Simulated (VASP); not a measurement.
Here is a VASP 6.6.1 calculation.

Contents of POSCAR:

```
Si2Mo
1.0
   -1.5951907422      1.5951907422      3.9106688840
    1.5951907422     -1.5951907422      3.9106688840
    1.5951907422      1.5951907422     -3.9106688840
Si Mo
2 1
Direct
    0.6649355265      0.6649355265      0.0000000000
    0.3350644735      0.3350644735      0.0000000000
    0.0000000000      0.0000000000      0.0000000000
```

The input INCAR.step1:

```
SYSTEM = Si2Mo
PREC = Accurate
ENCUT = 520
ISMEAR = 0
SIGMA = 0.1
LREAL = .FALSE.
LASPH = .TRUE.
NELM = 80
NBANDS = 18
GGA = PE
ALGO = Normal
EDIFF = 1E-4
LWAVE = .TRUE.
LCHARG = .FALSE.
```

File INCAR.step2:

```
SYSTEM = Si2Mo
PREC = Accurate
ENCUT = 520
EDIFF = 1E-6
ISMEAR = 0
SIGMA = 0.1
LREAL = .FALSE.
LASPH = .TRUE.
NELM = 80
ALGO = Normal
ISIF = 2
LWAVE = .FALSE.
LCHARG = .TRUE.
METAGGA = R2SCAN
LMIXTAU = .TRUE.
LELF = .TRUE.
LVHAR = .TRUE.
NBANDS = 18
ISTART = 1
```

Contents of KPOINTS:

```
Automatic mesh
0
G
  18 18 18
  0 0 0
```

Potentials or basis: VASP PAW PBE potentials, release 64 (Si, Mo_sv).

The run is started by

```console
$ cat potpaw_PBE.64/Si/POTCAR potpaw_PBE.64/Mo_sv/POTCAR > POTCAR
$ cp INCAR.step1 INCAR
$ mpirun -np 1 vasp_std > vasp.out
$ cp INCAR.step2 INCAR
$ mpirun -np 1 vasp_std > vasp.out
```

Q: What does it give for the largest force?

A: 0.012 eV/Å.

Q: What does it give for the band gap on the k mesh?

A: Zero (bands 11 and 12 overlap by 1.03 eV).

Q: Estimate the pressure.

A: 1.8 GPa.

Forces in eV/Å, atoms in the order of the input:
```
Si   0.000  0.000 -0.012
Si   0.000  0.000  0.012
Mo   0.000  0.000  0.000
```

Caveat: the PAW data sets were made with another functional, which shifts forces and pressure a little.
